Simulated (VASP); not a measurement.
# AlRu (Pm-3m) in VASP: further runs

AlRu is run at these levels: PBEsol; tasks: single point, relaxation of cell and atoms.

All numbers are computed with VASP 6.6.1; they aren't measurements. Logs are shortened: lines on timing, memory, paths and dates and some standing lists are left out, and cuts for length are marked.

## Step 1: The cell of the first run

It takes space group Pm-3m (No. 221, cubic). The conventional cell has a = 2.964 Å, b = 2.964 Å, c = 2.964 Å, α = 90.00°, β = 90.00°, γ = 90.00°. Al (site symmetry m-3m) has 8 Ru at 2.57 Å and 6 Al at 2.96 Å within 3.4 Å. Ru (site symmetry m-3m) has 8 Al at 2.57 Å and 6 Ru at 2.96 Å within 3.4 Å.

## Step 2: Single point, PBEsol

INCAR reads:

```
ALGO = Normal ; EDIFF = 1E-6
ENCUT = 500 ; GGA = PS
GGA_COMPAT = F ; ISIF = 2
ISMEAR = 0 ; LASPH = T
LCHARG = F ; LREAL = F
LWAVE = F ; NBANDS = 16
NELM = 120 ; PREC = Accurate
SIGMA = 0.1
```

KPOINTS reads:

```
k-points
0
Gamma
  6 6 6
```

POSCAR reads:

```
AlRu
1.0
    2.9635804703      0.0000000000      0.0000000000
    0.0000000000      2.9635804703      0.0000000000
    0.0000000000      0.0000000000      2.9635804703
Al Ru
1 1
Direct
    0.0000000000      0.0000000000      0.0000000000
    0.5000000000      0.5000000000      0.5000000000
```

Potentials or basis: VASP PAW PBE potentials, release 64 (Al, Ru_pv).

On the command line:

```sh
$ cat potpaw_PBE.64/Al/POTCAR potpaw_PBE.64/Ru_pv/POTCAR > POTCAR
$ mpirun -np 1 vasp_std > vasp.out
```

OUTCAR:

```text
EDIFF = 1E-6
   ENCUT = 500
   GGA = PS
   ISIF = 2
   ISMEAR = 0
   LASPH = T
   LREAL = F
   NELM = 120
   PREC = Accurate

 ion  position               nearest neighbor table
   1  0.000  0.000  0.000-   2 2.57   2 2.57   2 2.57   2 2.57   2 2.57   2 2.57   2 2.57   2 2.57

   2  0.500  0.500  0.500-   1 2.57   1 2.57   1 2.57   1 2.57   1 2.57   1 2.57   1 2.57   1 2.57

  LATTYP: Found a simple cubic cell.
 ALAT       =     2.9635804703

  Lattice vectors:

 A1 = (   2.9635804703,   0.0000000000,   0.0000000000)
 A2 = (   0.0000000000,   2.9635804703,   0.0000000000)
 A3 = (   0.0000000000,   0.0000000000,   2.9635804703)

Analysis of symmetry for initial positions (statically):
=====================================================================
 Subroutine PRICEL returns:
 Original cell was already a primitive cell.

 Routine SETGRP: Setting up the symmetry group for a
 simple cubic supercell.

 Subroutine GETGRP returns: Found 48 space group operations
 (whereof 48 operations were pure point group operations)
 out of a pool of 48 trial point group operations.

The static configuration has the point symmetry O_h .

Analysis of symmetry for dynamics (positions and initial velocities):
=====================================================================
 Subroutine PRICEL returns:
 Original cell was already a primitive cell.

 Routine SETGRP: Setting up the symmetry group for a
 simple cubic supercell.

 Subroutine GETGRP returns: Found 48 space group operations
 (whereof 48 operations were pure point group operations)
 out of a pool of 48 trial point group operations.

The dynamic configuration has the point symmetry O_h .

 Subroutine INISYM returns: Found 48 space group operations
 (whereof 48 operations are pure point group operations),
 and found     1 'primitive' translations

----------------------------------------------------------------------------------------

                                     Primitive cell

  volume of cell :      26.0286

  direct lattice vectors                    reciprocal lattice vectors
     2.963580470  0.000000000  0.000000000     0.337429677  0.000000000  0.000000000
     0.000000000  2.963580470  0.000000000     0.000000000  0.337429677  0.000000000
     0.000000000  0.000000000  2.963580470     0.000000000  0.000000000  0.337429677

  length of vectors
[... 74 lines left out ...]
   LASPH  =      T    aspherical Exc in radial PAW
   ENCUT  =  500.0 eV  36.75 Ry    6.06 a.u.   5.40  5.40  5.40*2*pi/ulx,y,z
   NELM   =    120;   NELMIN=  2; NELMDL= -5     # of ELM steps
   EDIFF  = 0.1E-05   stopping-criterion for ELM
   LREAL  =      F    real-space projection
   EDIFFG = 0.1E-04   stopping-criterion for IOM
   NSW    =      0    number of steps for IOM
   IBRION =     -1    ionic relax: 0-MD 1-quasi-New 2-CG
   NFREE  =      0    steps in history (QN), initial steepest desc. (CG)
   ISIF   =      2    stress and relaxation
   ISYM   =      2    0-nonsym 1-usesym 2-fastsym
   POTIM  = 0.5000    time-step for ionic-motion
   TEBEG  =    0.0;   TEEND  =   0.0 temperature during run
   PSTRESS=    0.0 pullay stress
   NELECT =      17.0000    total number of electrons
   NUPDOWN=      -1.0000    fix difference up-down
   EMIN   =  10.00;   EMAX   =-10.00  energy-range for DOS
   EFERMI =   0.00;   METHOD = LEGACY
   ISMEAR =     0;   SIGMA  =   0.10  broadening in eV -4-tet -1-fermi 0-gaus
   EFERMI_NEDOS =   21; number of points for ismear=-14 and -15
   IALGO  =     38    algorithm
   IMIX   =      4    mixing-type and parameters
     AMIX     =   0.40;   BMIX     =  1.00
     AMIX_MAG =   1.60;   BMIX_MAG =  1.00
  volume/ion in A,a.u.               =      13.01        87.82
  Fermi-wavevector in a.u.,A,eV,Ry     =   1.420390  2.684149 27.449877  2.017509
  Thomas-Fermi vector in A             =   2.541311
   LORBIT       =      0    0 simple, 1 ext, 2 COOP (PROOUT), +10 PAW based schemes
   GGA     = PS    functional components
   LHFCALC =     F    Hartree Fock is set to
   AEXX    =    0.0000 exact exchange contribution
   IVDW    =     0    specifies the selected vdW correction
   LEPSILON=     F    determine dielectric tensor
   LRPA    =     F    only Hartree local field effects (RPA)
 non-spin polarized calculation
 Gauss-broadening in eV      SIGMA  =   0.10
  energy-cutoff  :      500.00
  volume of cell :       26.03
 maximum number of plane-waves:       691
 NGX is ok and might be reduce to    24
   NGX = 11   NGY = 11   NGZ = 11

 number of electron      16.9999996 magnetization

 Free energy of the ion-electron system (eV)
  ---------------------------------------------------
  ext. energy  EPLUGINS =         0.00000000
  ---------------------------------------------------
  free energy    TOTEN  =       -15.52236118 eV

  energy without entropy =      -15.51038158  energy(sigma->0) =      -15.51637138

 E-fermi :  10.8641     XC(G=0): -12.8354

 val. band max:       10.8000036512   @ k =   0.1667   0.1667   0.0000
 cond. band min:      10.8673583344   @ k =   0.3333   0.1667   0.0000
 fundamental gap:      0.0673546832
 Fermi energy:        10.8640549507

 k-point     1 :       0.0000    0.0000    0.0000
  band No.  band energies     occupation
      1     -30.7342      2.00000
      2     -30.7342      2.00000
      3     -30.7342      2.00000
      4       1.1478      2.00000
      5       7.2614      2.00000
      6       7.2614      2.00000
[... 357 lines left out ...]
      3     -30.9121      2.00000
      4       6.1983      2.00000
      5       6.1983      2.00000
      6       6.1983      2.00000
[... 8 lines left out ...]
     15      19.8287      0.00000
     16      22.8892      0.00000

------------------------ aborting loop because EDIFF is reached ----------------------------------------

  FORCE on cell =-STRESS in cart. coord.  units (eV):
  Direction    XX          YY          ZZ          XY          YZ          ZX
  --------------------------------------------------------------------------------------
  -------------------------------------------------------------------------------------
  Total        0.4722293      0.4722293      0.4722293      0.0000000      0.0000000     -0.0000000
  in kB       29.0678796     29.0678796     29.0678796      0.0000000      0.0000000     -0.0000000
  external PRESSURE =      29.0678796 kB  Pullay stress =       0.0000000 kB

 VOLUME and BASIS-vectors are now :
 -----------------------------------------------------------------------------
  energy-cutoff  :      500.00
  volume of cell :       26.03
      direct lattice vectors                 reciprocal lattice vectors
     2.963580470  0.000000000  0.000000000     0.337429677  0.000000000  0.000000000
     0.000000000  2.963580470  0.000000000     0.000000000  0.337429677  0.000000000
     0.000000000  0.000000000  2.963580470     0.000000000  0.000000000  0.337429677

 POSITION                                       TOTAL-FORCE (eV/Angst)
 -----------------------------------------------------------------------------------
      0.00000      0.00000      0.00000         0.000000      0.000000      0.000000
      1.48179      1.48179      1.48179         0.000000      0.000000      0.000000
 -----------------------------------------------------------------------------------
    total drift:                                0.000000     -0.000000     -0.000000

  FREE ENERGIE OF THE ION-ELECTRON SYSTEM (eV)
  ---------------------------------------------------
  free  energy   TOTEN  =       -15.5223611841 eV

  energy  without entropy=      -15.5103815787  energy(sigma->0) =      -15.51637138
```

Wall time 12 s (1 thread of Intel Xeon 8259CL, shared host); peak memory 0.14 GiB.

Results:

```
Free energy : -15.5224 eV
Pressure    : 2.9 GPa
```

Levels at points of the mesh, in eV from the Fermi level:
```tsv
k point	band 5	band 6	band 7	band 8	band 9	band 10	band 11	band 12
(0.00, 0.00, 0.00)	-3.60	-3.60	0.32	0.32	0.32	6.34	6.34	6.34
(0.50, 0.00, 0.00)	-5.39	-2.77	-1.54	-1.54	0.59	2.53	7.57	11.28
(0.50, 0.50, 0.00)	-3.07	-1.25	-1.25	-1.10	-1.10	1.74	5.60	6.69
(0.50, 0.50, 0.50)	-4.67	-4.67	1.84	1.84	2.90	4.31	4.31	4.31
```

Caveat: the PAW data sets were made with another functional, which shifts forces and pressure a little.

## Step 3: Single point, PBEsol

This run uses another cell than the first one, of 13.18 Å³/atom, 1.013 times its volume.

INCAR reads:

```
SYSTEM = AlRu
PREC = Accurate
ENCUT = 500
EDIFF = 1E-6
ISMEAR = 0
SIGMA = 0.1
LREAL = .FALSE.
LASPH = .TRUE.
NELM = 120
ALGO = Normal
ISIF = 2
LWAVE = .FALSE.
LCHARG = .FALSE.
GGA = PS
NBANDS = 16
GGA_COMPAT = .FALSE.
```

KPOINTS reads:

```
Automatic mesh
0
G
  14 14 14
  0 0 0
```

POSCAR reads:

```
AlRu
1.0
    2.9763280610      0.0000000000      0.0000000000
    0.0000000000      2.9763280610      0.0000000000
    0.0000000000      0.0000000000      2.9763280610
Al Ru
1 1
Direct
    0.0000000000      0.0000000000      0.0000000000
    0.5000000000      0.5000000000      0.5000000000
```

Potentials or basis: VASP PAW PBE potentials, release 64 (Al, Ru_pv).

On the command line:

```sh
$ cat potpaw_PBE.64/Al/POTCAR potpaw_PBE.64/Ru_pv/POTCAR > POTCAR
$ mpirun -np 1 vasp_std > vasp.out
```

Run time: 50 s. Hardware: 1 thread of Intel Xeon 8259CL, shared host; peak memory 0.17 GiB.

Results (log left out):

| Property | Result |
| --- | --- |
| Free energy | -15.5184 eV |
| Pressure | 0.1 GPa |

Levels at points of the mesh, in eV from the Fermi level:
| k point | band 6 | band 7 | band 8 | band 9 | band 10 | band 11 | band 12 | band 13 |
| --- | --- | --- | --- | --- | --- | --- | --- | --- |
| (0.00, 0.00, 0.00) | -3.67 | 0.20 | 0.20 | 0.20 | 6.15 | 6.15 | 6.15 | 11.09 |
| (0.50, 0.00, 0.00) | -2.85 | -1.63 | -1.63 | 0.46 | 2.34 | 7.44 | 11.08 | 11.08 |
| (0.50, 0.50, 0.00) | -1.38 | -1.38 | -1.19 | -1.19 | 1.57 | 5.38 | 6.44 | 10.72 |
| (0.50, 0.50, 0.50) | -4.72 | 1.67 | 1.67 | 2.70 | 4.14 | 4.14 | 4.14 | 8.72 |

Caveat: the PAW data sets were made with another functional, which shifts forces and pressure a little.

## Step 4: Relaxation of cell and atoms, PBEsol

INCAR reads:

```
SYSTEM = AlRu
PREC = Accurate
ENCUT = 500
EDIFF = 1E-7
ISMEAR = 0
SIGMA = 0.1
LREAL = .False.
LASPH = .True.
NELM = 120
ALGO = Normal
ISIF = 3
LWAVE = .False.
LCHARG = .False.
GGA = PS
IBRION = 2
NSW = 80
EDIFFG = -0.01
GGA_COMPAT = .False.
NELMIN = 4
```

KPOINTS reads:

```
Automatic mesh
0
Gamma
  14 14 14
  0 0 0
```

POSCAR reads:

```
AlRu
1.0
    2.9635804703      0.0000000000      0.0000000000
    0.0000000000      2.9635804703      0.0000000000
    0.0000000000      0.0000000000      2.9635804703
Al Ru
1 1
Direct
    0.0000000000      0.0000000000      0.0000000000
    0.5000000000      0.5000000000      0.5000000000
```

On the command line:

```sh
$ cat potpaw_PBE.64/Al/POTCAR potpaw_PBE.64/Ru_pv/POTCAR > POTCAR
$ mpirun -np 1 vasp_std > vasp.out
```

It took 84 s on 1 thread of Intel Xeon 8259CL, shared host; peak memory 0.17 GiB.

Results (log left out):

```yaml
Free_energy: -15.5182 eV
Relaxed_volume: 13.19 Å³/atom
Relaxed_cell: a = 2.977 Å, b = 2.977 Å, c = 2.977 Å, α = 90.00°, β = 90.00°, γ = 90.00°
Space_group_after_relaxing_to_0.05_Å: Pm-3m (No. 221)
Energy_gained_by_relaxing: 1.6 meV/atom
Ionic_steps: 3
Pressure_after_relaxing: 0.0 GPa
```

Step by step:
```tsv
step	energy change (eV)	largest force (eV/Å)	pressure (GPa)	volume (Å³)
1	0.0000	0.0000	3.00	26.03
2	0.0053	0.0000	-4.57	26.96
3	-0.0032	0.0000	-0.01	26.38
```

Final structure:
```
CELL_PARAMETERS angstrom
2.97675 0.00000 0.00000
0.00000 2.97675 0.00000
0.00000 0.00000 2.97675
ATOMIC_POSITIONS crystal
Al 0.00000 0.00000 0.00000
Ru 0.50000 0.50000 0.50000
```

Levels at points of the mesh, in eV from the Fermi level:
| k point | band 6 | band 7 | band 8 | band 9 | band 10 | band 11 | band 12 |
| --- | --- | --- | --- | --- | --- | --- | --- |
| (0.00, 0.00, 0.00) | -3.67 | 0.20 | 0.20 | 0.20 | 6.15 | 6.15 | 6.15 |
| (0.50, 0.00, 0.00) | -2.85 | -1.63 | -1.63 | 0.46 | 2.34 | 7.44 | 11.08 |
| (0.50, 0.50, 0.00) | -1.38 | -1.38 | -1.19 | -1.19 | 1.57 | 5.38 | 6.43 |
| (0.50, 0.50, 0.50) | -4.71 | 1.67 | 1.67 | 2.69 | 4.14 | 4.14 | 4.14 |

Caveat: the PAW data sets were made with another functional, which shifts forces and pressure a little.

## Step 5: The runs side by side

```csv
task,cell,k mesh,gap on the mesh (eV),pressure (GPa)
single point,"a = 2.964 Å, 2 atoms",6 × 6 × 6,none,2.9
single point,"a = 2.976 Å, 2 atoms",14 × 14 × 14,none,0.1
relaxation of cell and atoms,"relaxed from a = 2.964 Å, 2 atoms",14 × 14 × 14,none,0.0
```

Alike in all rows: level PBEsol; potentials or basis VASP PAW PBE potentials, release 64 (Al, Ru_pv); no spin polarisation; cutoff (eV) 500; smearing gaussian 0.1 eV.

Caveats: the PAW data sets were made with another functional, which shifts forces and pressure a little.

Total energies depend on the potentials used, so only differences within one code and one set of settings carry meaning.
